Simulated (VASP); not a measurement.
# Yb (Fm-3m) in VASP: a series of runs, part 2 of 2

VASP 6.6.1. The steps go on from the part before.

**4. Single point, BLYP, collinear spin, ferromagnetic start (35.76 Å³/atom)**

This run uses another cell than the first one, of 35.76 Å³/atom.

The input, INCAR:

```
PREC     = Accurate       # precision mode
ENCUT    = 520            # plane-wave cutoff, eV
EDIFF    = 1E-7           # SCF threshold, eV
ISMEAR   = -1             # smearing method
SIGMA    = 0.05           # smearing width, eV
LREAL    = False          # projectors in reciprocal space
LASPH    = True           # aspherical terms in the spheres
NELM     = 150            # most SCF steps
ALGO     = Normal         # electronic algorithm
ISIF     = 2              # what is computed and relaxed
LWAVE    = False          # write WAVECAR
LCHARG   = True           # write CHGCAR
ISPIN    = 2              # spin polarisation
MAGMOM   = 1              # initial moments
LORBIT   = 11             # projections on sites
LMAXMIX  = 6              # l up to which the mixer works
GGA      = B5             # functional
ALDAX    = 1.0          
AGGAX    = 1.0          
AGGAC    = 1.0          
ALDAC    = 0.0          
LELF     = True           # ELF
LVHAR    = True         
NBANDS   = 22             # bands
```

The input, KPOINTS:

```
Automatic mesh
0
Gamma
  17 17 17
```

The input, POSCAR:

```
Yb
1.0
    0.0000000000      2.6148637551      2.6148637551
    2.6148637551      0.0000000000      2.6148637551
    2.6148637551      2.6148637551      0.0000000000
Yb
1
Direct
    0.0000000000      0.0000000000      0.0000000000
```

Potentials or basis: VASP PAW PBE potentials, release 64 (Yb).

Launch:

```
$ cat potpaw_PBE.64/Yb/POTCAR > POTCAR
$ mpirun -np 1 vasp_std > vasp.out
```

OUTCAR:

```text
PREC = Accurate
   ENCUT = 520
   EDIFF = 1E-7
   ISMEAR = -1
   LREAL = False
   LASPH = True
   NELM = 150
   ISIF = 2
   ISPIN = 2
   LORBIT = 11
   GGA = B5

 ion  position               nearest neighbor table
   1  0.000  0.000  0.000-

  LATTYP: Found a face centered cubic cell.
 ALAT       =     5.2297275102

  Lattice vectors:

 A1 = (   0.0000000000,   2.6148637551,   2.6148637551)
 A2 = (   2.6148637551,   0.0000000000,   2.6148637551)
 A3 = (   2.6148637551,   2.6148637551,   0.0000000000)

Analysis of symmetry for initial positions (statically):
=====================================================================
 Subroutine PRICEL returns:
 Original cell was already a primitive cell.

 Routine SETGRP: Setting up the symmetry group for a
 face centered cubic supercell.

 Subroutine GETGRP returns: Found 48 space group operations
 (whereof 48 operations were pure point group operations)
 out of a pool of 48 trial point group operations.

The static configuration has the point symmetry O_h .

Analysis of symmetry for dynamics (positions and initial velocities):
=====================================================================
 Subroutine PRICEL returns:
 Original cell was already a primitive cell.

 Routine SETGRP: Setting up the symmetry group for a
 face centered cubic supercell.

 Subroutine GETGRP returns: Found 48 space group operations
 (whereof 48 operations were pure point group operations)
 out of a pool of 48 trial point group operations.

The dynamic configuration has the point symmetry O_h .

Analysis of structural, dynamic, and magnetic symmetry:
=====================================================================
 Subroutine PRICEL returns:
 Original cell was already a primitive cell.

 Routine SETGRP: Setting up the symmetry group for a
 face centered cubic supercell.

 Subroutine GETGRP returns: Found 48 space group operations
 (whereof 48 operations were pure point group operations)
 out of a pool of 48 trial point group operations.

The overall configuration has the point symmetry O_h .

 Subroutine INISYM returns: Found 48 space group operations
 (whereof 48 operations are pure point group operations),
 and found     1 'primitive' translations

----------------------------------------------------------------------------------------

                                     Primitive cell

  volume of cell :      35.7583

  direct lattice vectors                    reciprocal lattice vectors
     0.000000000  2.614863755  2.614863755    -0.191214551  0.191214551  0.191214551
     2.614863755  0.000000000  2.614863755     0.191214551 -0.191214551  0.191214551
     2.614863755  2.614863755  0.000000000     0.191214551  0.191214551 -0.191214551

  length of vectors
     3.697975786  3.697975786  3.697975786     0.331193318  0.331193318  0.331193318

  position of ions in fractional coordinates (direct lattice)
     0.000000000  0.000000000  0.000000000

  ion indices of the primitive-cell ions
   primitive index   ion index
                 1           1

----------------------------------------------------------------------------------------

 KPOINTS: Automatic mesh

[... 51 lines left out ...]
   total plane-waves  NPLWV =  21952
   dimension x,y,z NGX =    28 NGY =   28 NGZ =   28
   dimension x,y,z NGXF=    56 NGYF=   56 NGZF=   56
   ions per type =               1
   NGX,Y,Z   is equivalent  to a cutoff of  12.59, 12.59, 12.59 a.u.
   NGXF,Y,Z  is equivalent  to a cutoff of  25.18, 25.18, 25.18 a.u.
 SYSTEM =  unknown system
   PREC   = accura    normal or accurate (medium, high low for compatibility)
   ISTART =      0    job   : 0-new  1-cont  2-samecut
   ICHARG =      2    charge: 1-file 2-atom 10-const
   ISPIN  =      2    spin polarized calculation?
   LNONCOLLINEAR =      F non collinear calculations
   LSORBIT =      F    spin-orbit coupling
   LASPH  =      T    aspherical Exc in radial PAW
   ENCUT  =  520.0 eV  38.22 Ry    6.18 a.u.   6.88  6.88  6.88*2*pi/ulx,y,z
   NELM   =    150;   NELMIN=  2; NELMDL= -5     # of ELM steps
   EDIFF  = 0.1E-06   stopping-criterion for ELM
   LREAL  =      F    real-space projection
   EDIFFG = 0.1E-05   stopping-criterion for IOM
   NSW    =      0    number of steps for IOM
   IBRION =     -1    ionic relax: 0-MD 1-quasi-New 2-CG
   NFREE  =      0    steps in history (QN), initial steepest desc. (CG)
   ISIF   =      2    stress and relaxation
   ISYM   =      2    0-nonsym 1-usesym 2-fastsym
   POTIM  = 0.5000    time-step for ionic-motion
   TEBEG  =    0.0;   TEEND  =   0.0 temperature during run
   PSTRESS=    0.0 pullay stress
   NELECT =      24.0000    total number of electrons
   NUPDOWN=      -1.0000    fix difference up-down
   EMIN   =  10.00;   EMAX   =-10.00  energy-range for DOS
   EFERMI =   0.00;   METHOD = LEGACY
   ISMEAR =    -1;   SIGMA  =   0.05  broadening in eV -4-tet -1-fermi 0-gaus
   EFERMI_NEDOS =   21; number of points for ismear=-14 and -15
   IALGO  =     38    algorithm
   IMIX   =      4    mixing-type and parameters
     AMIX     =   0.40;   BMIX     =  1.00
     AMIX_MAG =   1.60;   BMIX_MAG =  1.00
  volume/ion in A,a.u.               =      35.76       241.31
  Fermi-wavevector in a.u.,A,eV,Ry     =   1.433352  2.708642 27.953141  2.054498
  Thomas-Fermi vector in A             =   2.552880
   LORBIT       =     11    0 simple, 1 ext, 2 COOP (PROOUT), +10 PAW based schemes
   GGA     = B5    functional components
   LHFCALC =     F    Hartree Fock is set to
   AEXX    =    0.0000 exact exchange contribution
   IVDW    =     0    specifies the selected vdW correction
   LEPSILON=     F    determine dielectric tensor
   LRPA    =     F    only Hartree local field effects (RPA)
 spin polarized calculation
  energy-cutoff  :      520.00
  volume of cell :       35.76
 maximum number of plane-waves:       977
   NGX = 13   NGY = 13   NGZ = 13

 number of electron      24.0000013 magnetization       0.0017782

 number of electron      24.0000013 magnetization      -0.0004090

 Free energy of the ion-electron system (eV)
  ---------------------------------------------------
  ext. energy  EPLUGINS =         0.00000000
  ---------------------------------------------------
  free energy    TOTEN  =        -2.75517047 eV

  energy without entropy =       -2.74431900  energy(sigma->0) =       -2.74974474

 E-fermi :   2.1134     XC(G=0):  -9.0104

 val. band max:        2.1068084537   @ k =  -0.4118   0.2941   0.0000
 cond. band min:       2.1285196581   @ k =   0.4706   0.4706   0.0000
 fundamental gap:      0.0217112044
 Fermi energy:         2.1134163258

 spin component 1

 k-point     1 :       0.0000    0.0000    0.0000
  band No.  band energies     occupation
      1     -49.4341      1.00000
      2     -21.8345      1.00000
      3     -21.8345      1.00000
      4     -21.8345      1.00000
      5      -3.0205      1.00000
      6       1.5871      0.99997
[... 589 lines left out ...]
     21      15.8009      0.00000
     22      17.8908      0.00000

 [... further k-points ...]

 spin component 2

 k-point     1 :       0.0000    0.0000    0.0000
  band No.  band energies     occupation
      1     -49.4343      1.00000
      2     -21.8347      1.00000
      3     -21.8347      1.00000
      4     -21.8347      1.00000
      5      -3.0204      1.00000
      6       1.5865      0.99997
[... 589 lines left out ...]
     21      15.8009      0.00000
     22      17.8909      0.00000

 [... further k-points ...]

------------------------ aborting loop because EDIFF is reached ----------------------------------------

  FORCE on cell =-STRESS in cart. coord.  units (eV):
  Direction    XX          YY          ZZ          XY          YZ          ZX
  --------------------------------------------------------------------------------------
  -------------------------------------------------------------------------------------
  Total        0.0899616      0.0899616      0.0899616      0.0000000     -0.0000000      0.0000000
  in kB        4.0307933      4.0307933      4.0307933      0.0000000     -0.0000000      0.0000000
  external PRESSURE =       4.0307933 kB  Pullay stress =       0.0000000 kB

 VOLUME and BASIS-vectors are now :
 -----------------------------------------------------------------------------
  energy-cutoff  :      520.00
  volume of cell :       35.76
      direct lattice vectors                 reciprocal lattice vectors
     0.000000000  2.614863755  2.614863755    -0.191214551  0.191214551  0.191214551
     2.614863755  0.000000000  2.614863755     0.191214551 -0.191214551  0.191214551
     2.614863755  2.614863755  0.000000000     0.191214551  0.191214551 -0.191214551

 POSITION                                       TOTAL-FORCE (eV/Angst)
 -----------------------------------------------------------------------------------
      0.00000      0.00000      0.00000         0.000000      0.000000      0.000000
 -----------------------------------------------------------------------------------
    total drift:                               -0.000000     -0.000000     -0.000000

  FREE ENERGIE OF THE ION-ELECTRON SYSTEM (eV)
  ---------------------------------------------------
  free  energy   TOTEN  =        -2.7551704739 eV

  energy  without entropy=       -2.7443190033  energy(sigma->0) =       -2.74974474

 total charge

# of ion       s       p       d       f       tot
--------------------------------------------------
    1        2.236   5.957   0.278  13.634  22.105

 magnetization (x)

# of ion       s       p       d       f       tot
--------------------------------------------------
    1       -0.000   0.000   0.000  -0.000  -0.000
```

Run time: 5 min. Hardware: 1 thread of Intel Xeon 6975P-C (Granite Rapids), shared host; peak memory 0.35 GiB.

What came out:

```yaml
Free_energy: -2.7552 eV
Pressure: 0.4 GPa
Band_gap_on_the_k_mesh: zero (filled and empty bands touch)
Net_moment: 0.00 μB per cell
Valence_electrons_inside_the_program's_atomic_spheres: Yb 22.11
```

Levels at points of the mesh, in eV from the Fermi level:
Spin up:
```
           k point  band 8  band 9  band 10  band 11  band 12  band 13  band 14  band 15  band 16  band 17
(0.00, 0.00, 0.00)   -0.44   -0.44    -0.34    -0.34    -0.34     2.67     2.67     2.67     4.72     4.72
```
Spin down:
```csv
k point,band 8,band 9,band 10,band 11,band 12,band 13,band 14,band 15,band 16,band 17
"(0.00, 0.00, 0.00)",-0.44,-0.44,-0.34,-0.34,-0.34,2.67,2.67,2.67,4.72,4.72
```

Caveat: the PAW data sets were made with another functional, which shifts forces and pressure a little; spin-orbit coupling is left out, which moves the levels of the heavy elements. The state reached can hang on the start; a lower one may exist.

**5. The runs side by side**

| cell | gap on the mesh (eV) | pressure (GPa) | moment (μB) |
| --- | --- | --- | --- |
| a = 3.592 Å, angles 60.0°, 1 atom | none | 1.9 | 0.00 |
| a = 3.646 Å, angles 60.0°, 1 atom | none | 1.1 | 0.00 |
| a = 3.698 Å, angles 60.0°, 1 atom | none | 0.4 | 0.00 |

Alike in all rows: task single point; level BLYP; potentials or basis VASP PAW PBE potentials, release 64 (Yb); spin collinear, ferromagnetic start; k mesh 17 × 17 × 17; cutoff (eV) 520; smearing fermi-dirac 0.05 eV.

Caveats: the PAW data sets were made with another functional, which shifts forces and pressure a little; spin-orbit coupling is left out, which moves the levels of the heavy elements.

Absolute energies hang on the potentials; compare differences alone.

The gap in the log of VASP goes by the Fermi energy; the results here count the filled bands.